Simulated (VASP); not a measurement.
Write the native input for VASP 6.6.1 that does the following.

- Task: single point
- Functional: PBEsol
- Potentials or basis: VASP PAW PBE potentials, release 64 (Tc_pv)
- Cutoff: 520 eV
- k mesh: 11 × 11 × 3
- Occupations: fermi-dirac, width 0.05 eV
- Spin: no spin polarisation
- Dipole correction: no
- Further INCAR settings: ALGO = Normal; EDIFF = 1e-07; NBANDS = 34

The structure of Tc lies in POSCAR:

```
Tc
1.0
    2.7065773488      0.0000000000      0.0000000000
   -1.3532886744      2.3439647414      0.0000000000
    0.0000000000      0.0000000000      8.7068231388
Tc
4
Direct
    0.6666666667      0.3333333333      0.7500000000
    0.0000000000      0.0000000000      0.5000000000
    0.3333333333      0.6666666667      0.2500000000
    0.0000000000      0.0000000000      0.0000000000
```

One way to write it, as run:

INCAR

```
PREC = Accurate
ENCUT = 520
EDIFF = 1E-7
ISMEAR = -1
SIGMA = 0.05
LREAL = F
LASPH = T
NELM = 60
ALGO = Normal
ISIF = 2
LWAVE = F
LCHARG = T
GGA = PS
LELF = T
LVHAR = T
NBANDS = 34
```

KPOINTS

```
regular mesh
0
Gamma
  11 11 3
```

Potentials or basis: VASP PAW PBE potentials, release 64 (Tc_pv).

The run is started by

```bash
$ cat potpaw_PBE.64/Tc_pv/POTCAR > POTCAR
$ mpirun -np 1 vasp_std > vasp.out
```

It gave:

| Item | Value |
| --- | --- |
| Pressure | 4.3 GPa |
| Band gap on the k mesh | zero (bands 26 and 27 overlap by 3.05 eV) |

Caveat: the cell stands under pressure; the PAW data sets were made with another functional, which shifts forces and pressure a little.

It took 120 s on 1 thread of Oxide Virtual Turin-like Processor, with other jobs on the host, peak memory 0.16 GiB.
